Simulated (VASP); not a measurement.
The system is Pt.

```
Pt
1.0
     2.72520    0.00000    0.00000
    -1.36260    2.36009    0.00000
     0.00000    0.00000    9.41319
Pt
4
Direct
  0.00000 0.00000 0.00000
  0.33333 0.66667 0.25000
  0.00000 0.00000 0.50000
  0.66667 0.33333 0.75000
```

This isn't the form of Pt at room conditions, which is fcc.

```yaml
Program: VASP 6.6.1
Task: relaxation of cell and atoms
Functional: PBEsol
Potentials_or_basis: VASP PAW PBE potentials, release 64 (Pt)
Cutoff: 600 eV
k_mesh: 18 × 18 × 5
Occupations: gaussian, width 0.1 eV
Spin: no spin polarisation
```

At the start: pressure -0.8 GPa; volume 15.14 Å³/atom.

Question: Where does the relaxation end?

Answer: Over 7 steps the energy falls by 4.8 meV/atom and the volume is 15.06 Å³/atom (-0.5 %); space group P6_3/mmc (No. 194, to 0.1 Å) before and after.

The path:
```tsv
step	energy change (eV)	largest force (eV/Å)	pressure (GPa)	volume (Å³)
1	0.0000	0.0000	-0.77	60.54
2	-0.0164	0.0000	1.76	59.90
3	-0.0164	0.0000	1.71	59.91
4	-0.0088	0.0000	-3.44	60.98
5	-0.0190	0.0000	-0.08	60.26
6	-0.0190	0.0000	-0.06	60.26
7	-0.0190	0.0000	0.03	60.24
```

Final structure:
```
Pt
1.0
     2.74731    0.00000    0.00000
    -1.37365    2.37924    0.00000
     0.00000    0.00000    9.21545
Pt
4
Cartesian
  1.3737 2.3792 9.2154
  0.0000 1.5862 2.3039
  1.3737 2.3792 4.6077
  1.3737 0.7931 6.9116
```

Caveat: the highest band is partly filled, so the run has too few bands; the PAW data sets were made with another functional, which shifts forces and pressure a little.
